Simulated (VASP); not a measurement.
# Re (P6_3/mmc) in VASP: a series of runs, part 2 of 2

VASP 6.6.1. Earlier steps stand in the parts before.

## Step 5: Single point, LDA

Input file INCAR:

```
SYSTEM = Re
PREC     = Accurate       ! precision mode
ENCUT    = 560            ! plane-wave cutoff, eV
EDIFF    = 1E-6           ! SCF threshold, eV
ISMEAR   = -1             ! smearing method
SIGMA    = 0.2            ! smearing width, eV
LREAL    = .FALSE.        ! projectors in reciprocal space
LASPH    = .TRUE.         ! aspherical terms in the spheres
NELM     = 120            ! most SCF steps
ALGO     = Normal         ! electronic algorithm
ISIF     = 2              ! what is computed and relaxed
LWAVE    = .FALSE.        ! write WAVECAR
LCHARG   = .TRUE.         ! write CHGCAR
LELF     = .TRUE.         ! ELF
LVHAR    = .TRUE.       
NBANDS   = 22             ! bands
GGA_COMPAT= .FALSE.
```

Input file KPOINTS:

```
Automatic mesh
0
G
  13 13 7
  0 0 0
```

Input file POSCAR:

```
Re
1.0
    2.7391880258      0.0000000000      0.0000000000
   -1.3695940129      2.3722064161      0.0000000000
    0.0000000000      0.0000000000      4.4118668232
Re
2
Direct
    0.3333333333      0.6666666667      0.2500000000
    0.6666666667      0.3333333333      0.7500000000
```

Potentials or basis: VASP PAW LDA potentials, release 64 (Re_sv_GW).

Command:

```bash
cat potpaw_LDA.64/Re_sv_GW/POTCAR > POTCAR
mpirun -np 1 vasp_std > vasp.out
```

OUTCAR:

```text
SYSTEM = Re
   PREC = Accurate
   ENCUT = 560
   EDIFF = 1E-6
   ISMEAR = -1
   LREAL = .FALSE.
   LASPH = .TRUE.
   NELM = 120
   ISIF = 2

 ion  position               nearest neighbor table
   1  0.333  0.667  0.250-   2 2.71   2 2.71   2 2.71   2 2.71   2 2.71   2 2.71
   2  0.667  0.333  0.750-   1 2.71   1 2.71   1 2.71   1 2.71   1 2.71   1 2.71

  LATTYP: Found a hexagonal cell.
 ALAT       =     2.7391880258
 C/A-ratio  =     1.6106476743

  Lattice vectors:

 A1 = (   2.7391880258,   0.0000000000,   0.0000000000)
 A2 = (  -1.3695940129,   2.3722064161,   0.0000000000)
 A3 = (   0.0000000000,   0.0000000000,   4.4118668232)

Analysis of symmetry for initial positions (statically):
=====================================================================
 Subroutine PRICEL returns:
 Original cell was already a primitive cell.

 Routine SETGRP: Setting up the symmetry group for a
 hexagonal supercell.

 Subroutine GETGRP returns: Found 24 space group operations
 (whereof 12 operations were pure point group operations)
 out of a pool of 24 trial point group operations.

The static configuration has the point symmetry D_3d.
 The point group associated with its full space group is D_6h.

Analysis of symmetry for dynamics (positions and initial velocities):
=====================================================================
 Subroutine PRICEL returns:
 Original cell was already a primitive cell.

 Routine SETGRP: Setting up the symmetry group for a
 hexagonal supercell.

 Subroutine GETGRP returns: Found 24 space group operations
 (whereof 12 operations were pure point group operations)
 out of a pool of 24 trial point group operations.

The dynamic configuration has the point symmetry D_3d.
 The point group associated with its full space group is D_6h.

 Subroutine INISYM returns: Found 24 space group operations
 (whereof 12 operations are pure point group operations),
 and found     1 'primitive' translations

[... 110 lines left out ...]
   EFERMI_NEDOS =   21; number of points for ismear=-14 and -15
   IALGO  =     38    algorithm
   IMIX   =      4    mixing-type and parameters
     AMIX     =   0.40;   BMIX     =  1.00
     AMIX_MAG =   1.60;   BMIX_MAG =  1.00
  volume/ion in A,a.u.               =      14.33        96.73
  Fermi-wavevector in a.u.,A,eV,Ry     =   1.662071  3.140860 37.585841  2.762481
  Thomas-Fermi vector in A             =   2.749025
   LORBIT       =      0    0 simple, 1 ext, 2 COOP (PROOUT), +10 PAW based schemes
   GGA     = CA    functional components
   LHFCALC =     F    Hartree Fock is set to
   AEXX    =    0.0000 exact exchange contribution
   IVDW    =     0    specifies the selected vdW correction
   LEPSILON=     F    determine dielectric tensor
   LRPA    =     F    only Hartree local field effects (RPA)
 non-spin polarized calculation
  energy-cutoff  :      560.00
  volume of cell :       28.67
 maximum number of plane-waves:       874
 NGX is ok and might be reduce to    24
   NGX = 11   NGY = 11   NGZ = 17

 number of electron      30.0000002 magnetization

 Free energy of the ion-electron system (eV)
  ---------------------------------------------------
  ext. energy  EPLUGINS =         0.00000000
  ---------------------------------------------------
  free energy    TOTEN  =       -30.86459263 eV

  energy without entropy =      -30.64373712  energy(sigma->0) =      -30.75416487

 E-fermi :  13.2754     XC(G=0): -14.5760

 val. band max:       13.2704014684   @ k =   0.3846   0.1538   0.2857
 cond. band min:      13.2915743997   @ k =   0.1538   0.0000   0.0000
 fundamental gap:      0.0211729313
 Fermi energy:        13.2754119222

 k-point     1 :       0.0000    0.0000    0.0000
  band No.  band energies     occupation
      1     -66.1856      2.00000
      2     -66.0427      2.00000
      3     -28.9671      2.00000
      4     -27.8045      2.00000
      5     -27.8045      2.00000
      6     -27.6082      2.00000
[... 589 lines left out ...]
     21      24.5578      0.00000
     22      28.2622      0.00000

 [... further k-points ...]

------------------------ aborting loop because EDIFF is reached ----------------------------------------

  FORCE on cell =-STRESS in cart. coord.  units (eV):
  Direction    XX          YY          ZZ          XY          YZ          ZX
  --------------------------------------------------------------------------------------
  -------------------------------------------------------------------------------------
  Total        0.1544547      0.1544547      0.0059073      0.0000000      0.0000000      0.0000000
  in kB        8.6320732      8.6320732      0.3301419      0.0000000      0.0000000      0.0000000
  external PRESSURE =       5.8647628 kB  Pullay stress =       0.0000000 kB

 VOLUME and BASIS-vectors are now :
 -----------------------------------------------------------------------------
  energy-cutoff  :      560.00
  volume of cell :       28.67
      direct lattice vectors                 reciprocal lattice vectors
     2.739188026  0.000000000  0.000000000     0.365071689  0.210774238  0.000000000
    -1.369594013  2.372206416  0.000000000     0.000000000  0.421548476  0.000000000
     0.000000000  0.000000000  4.411866823     0.000000000  0.000000000  0.226661420

 POSITION                                       TOTAL-FORCE (eV/Angst)
 -----------------------------------------------------------------------------------
     -0.00000      1.58147      1.10297         0.000000      0.000000      0.000000
      1.36959      0.79074      3.30890        -0.000000      0.000000      0.000000
 -----------------------------------------------------------------------------------
    total drift:                               -0.000000      0.000000     -0.000000

  FREE ENERGIE OF THE ION-ELECTRON SYSTEM (eV)
  ---------------------------------------------------
  free  energy   TOTEN  =       -30.8645926272 eV

  energy  without entropy=      -30.6437371171  energy(sigma->0) =      -30.75416487
```

Wall time 38 s (1 thread of Intel Xeon Platinum 8259CL at 2.50GHz (Skylake/Cascade Lake), shared host); peak memory 0.17 GiB.

Results:

```yaml
Free_energy: -30.8646 eV
Pressure: 0.6 GPa
Band_gap_on_the_k_mesh: zero (bands 15 and 16 overlap by 3.05 eV)
```

Caveat: spin-orbit coupling is left out, which moves the levels of the heavy elements.

## Step 6: Single point, LDA

Input file INCAR:

```
SYSTEM = Re
ALGO     = Normal         ! electronic algorithm
EDIFF    = 1E-6           ! SCF threshold, eV
ENCUT    = 560            ! plane-wave cutoff, eV
GGA_COMPAT= .False.      
ISIF     = 2              ! what is computed and relaxed
ISMEAR   = -1             ! smearing method
LASPH    = .True.         ! aspherical terms in the spheres
LCHARG   = .True.         ! write CHGCAR
LELF     = .True.         ! ELF
LREAL    = .False.        ! projectors in reciprocal space
LVHAR    = .True.       
LWAVE    = .False.        ! write WAVECAR
NBANDS   = 22             ! bands
NELM     = 120            ! most SCF steps
PREC     = Accurate       ! precision mode
SIGMA    = 0.6            ! smearing width, eV
```

Input file KPOINTS:

```
k-points
0
Gamma
  13 13 7
  0 0 0
```

POSCAR is that of step 5.

Potentials or basis: VASP PAW LDA potentials, release 64 (Re_sv_GW).

Command:

```bash
cat potpaw_LDA.64/Re_sv_GW/POTCAR > POTCAR
mpirun -np 1 vasp_std > vasp.out
```

OUTCAR:

```text
SYSTEM = Re
   EDIFF = 1E-6
   ENCUT = 560
   ISIF = 2
   ISMEAR = -1
   LASPH = .True.
   LREAL = .False.
   NELM = 120
   PREC = Accurate

 ion  position               nearest neighbor table
   1  0.333  0.667  0.250-   2 2.71   2 2.71   2 2.71   2 2.71   2 2.71   2 2.71
   2  0.667  0.333  0.750-   1 2.71   1 2.71   1 2.71   1 2.71   1 2.71   1 2.71

  LATTYP: Found a hexagonal cell.
 ALAT       =     2.7391880258
 C/A-ratio  =     1.6106476743

  Lattice vectors:

 A1 = (   2.7391880258,   0.0000000000,   0.0000000000)
 A2 = (  -1.3695940129,   2.3722064161,   0.0000000000)
 A3 = (   0.0000000000,   0.0000000000,   4.4118668232)

Analysis of symmetry for initial positions (statically):
=====================================================================
 Subroutine PRICEL returns:
 Original cell was already a primitive cell.

 Routine SETGRP: Setting up the symmetry group for a
 hexagonal supercell.

 Subroutine GETGRP returns: Found 24 space group operations
 (whereof 12 operations were pure point group operations)
 out of a pool of 24 trial point group operations.

The static configuration has the point symmetry D_3d.
 The point group associated with its full space group is D_6h.

Analysis of symmetry for dynamics (positions and initial velocities):
=====================================================================
 Subroutine PRICEL returns:
 Original cell was already a primitive cell.

 Routine SETGRP: Setting up the symmetry group for a
 hexagonal supercell.

 Subroutine GETGRP returns: Found 24 space group operations
 (whereof 12 operations were pure point group operations)
 out of a pool of 24 trial point group operations.

The dynamic configuration has the point symmetry D_3d.
 The point group associated with its full space group is D_6h.

 Subroutine INISYM returns: Found 24 space group operations
 (whereof 12 operations are pure point group operations),
 and found     1 'primitive' translations

[... 110 lines left out ...]
   EFERMI_NEDOS =   21; number of points for ismear=-14 and -15
   IALGO  =     38    algorithm
   IMIX   =      4    mixing-type and parameters
     AMIX     =   0.40;   BMIX     =  1.00
     AMIX_MAG =   1.60;   BMIX_MAG =  1.00
  volume/ion in A,a.u.               =      14.33        96.73
  Fermi-wavevector in a.u.,A,eV,Ry     =   1.662071  3.140860 37.585841  2.762481
  Thomas-Fermi vector in A             =   2.749025
   LORBIT       =      0    0 simple, 1 ext, 2 COOP (PROOUT), +10 PAW based schemes
   GGA     = CA    functional components
   LHFCALC =     F    Hartree Fock is set to
   AEXX    =    0.0000 exact exchange contribution
   IVDW    =     0    specifies the selected vdW correction
   LEPSILON=     F    determine dielectric tensor
   LRPA    =     F    only Hartree local field effects (RPA)
 non-spin polarized calculation
  energy-cutoff  :      560.00
  volume of cell :       28.67
 maximum number of plane-waves:       874
 NGX is ok and might be reduce to    24
   NGX = 11   NGY = 11   NGZ = 17

 number of electron      30.0000002 magnetization

 Free energy of the ion-electron system (eV)
  ---------------------------------------------------
  ext. energy  EPLUGINS =         0.00000000
  ---------------------------------------------------
  free energy    TOTEN  =       -31.76243839 eV

  energy without entropy =      -29.74282312  energy(sigma->0) =      -30.75263075

 E-fermi :  13.4756     XC(G=0): -14.5713

 val. band max:       13.4680317041   @ k =   0.1538   0.0000   0.1429
 cond. band min:      13.4922869380   @ k =   0.2308   0.2308   0.4286
 fundamental gap:      0.0242552338
 Fermi energy:        13.4755910331

 k-point     1 :       0.0000    0.0000    0.0000
  band No.  band energies     occupation
      1     -66.1253      2.00000
      2     -65.9820      2.00000
      3     -28.9167      2.00000
      4     -27.7529      2.00000
      5     -27.7529      2.00000
      6     -27.5562      2.00000
[... 589 lines left out ...]
     21      24.5751      0.00000
     22      28.2596      0.00000

 [... further k-points ...]

------------------------ aborting loop because EDIFF is reached ----------------------------------------

  FORCE on cell =-STRESS in cart. coord.  units (eV):
  Direction    XX          YY          ZZ          XY          YZ          ZX
  --------------------------------------------------------------------------------------
  -------------------------------------------------------------------------------------
  Total        1.3542473      1.3542473      0.9232507      0.0000000      0.0000000      0.0000000
  in kB       75.6853518     75.6853518     51.5980742      0.0000000      0.0000000      0.0000000
  external PRESSURE =      67.6562592 kB  Pullay stress =       0.0000000 kB

 VOLUME and BASIS-vectors are now :
 -----------------------------------------------------------------------------
  energy-cutoff  :      560.00
  volume of cell :       28.67
      direct lattice vectors                 reciprocal lattice vectors
     2.739188026  0.000000000  0.000000000     0.365071689  0.210774238  0.000000000
    -1.369594013  2.372206416  0.000000000     0.000000000  0.421548476  0.000000000
     0.000000000  0.000000000  4.411866823     0.000000000  0.000000000  0.226661420

 POSITION                                       TOTAL-FORCE (eV/Angst)
 -----------------------------------------------------------------------------------
     -0.00000      1.58147      1.10297        -0.000000      0.000000      0.000000
      1.36959      0.79074      3.30890         0.000000     -0.000000      0.000000
 -----------------------------------------------------------------------------------
    total drift:                               -0.000000      0.000000     -0.000000

  FREE ENERGIE OF THE ION-ELECTRON SYSTEM (eV)
  ---------------------------------------------------
  free  energy   TOTEN  =       -31.7624383882 eV

  energy  without entropy=      -29.7428231202  energy(sigma->0) =      -30.75263075
```

stdout:

```text
POSCAR found type information on POSCAR Re
 POSCAR found :  1 types and       2 ions
 scaLAPACK will be used
 LDA part: xc-table for (Slater(with rela. corr.)+CA(PZ))
 , standard interpolation
 POSCAR, INCAR and KPOINTS ok, starting setup
 FFT: planning ... GRIDC
 FFT: planning ... GRID_SOFT
 FFT: planning ... GRID
 WAVECAR not read
 entering main loop
```

It took 42 s on 1 thread of Intel Xeon Platinum 8259CL at 2.50GHz (Skylake/Cascade Lake), shared host; peak memory 0.18 GiB.

Results:

```
Free energy            : -31.7624 eV
Pressure               : 6.8 GPa
Band gap on the k mesh : zero (bands 15 and 16 overlap by 3.03 eV)
```

Levels at points of the mesh, in eV from the Fermi level:
| k point | band 13 | band 14 | band 15 | band 16 | band 17 | band 18 |
| --- | --- | --- | --- | --- | --- | --- |
| (0.00, 0.00, 0.00) | -1.84 | -1.01 | -1.01 | -0.06 | -0.06 | 0.61 |

Caveat: the cell stands under pressure; so wide a smearing shifts energies and pressures; spin-orbit coupling is left out, which moves the levels of the heavy elements.

## Step 7: The runs side by side

```tsv
k mesh	smearing	gap on the mesh (eV)	pressure (GPa)
13 × 13 × 7	gaussian 1 eV	none	2.7
11 × 11 × 6	fermi-dirac 0.1 eV	none	0.0
3 × 3 × 2	fermi-dirac 0.1 eV	none	11.5
13 × 13 × 7	fermi-dirac 0.2 eV	none	0.6
13 × 13 × 7	fermi-dirac 0.6 eV	none	6.8
```

Alike in all rows: task single point; level LDA; potentials or basis VASP PAW LDA potentials, release 64 (Re_sv_GW); no spin polarisation; cell as given; cutoff (eV) 560.

Caveats: some runs use coarse meshes; spin-orbit coupling is left out, which moves the levels of the heavy elements; so wide a smearing shifts energies and pressures (at least some runs); the cell stands under pressure (at least some runs).

Total energies depend on the potentials used, so only differences within one code and one set of settings carry meaning.

The gap in the log of VASP goes by the Fermi energy; the results here count the filled bands.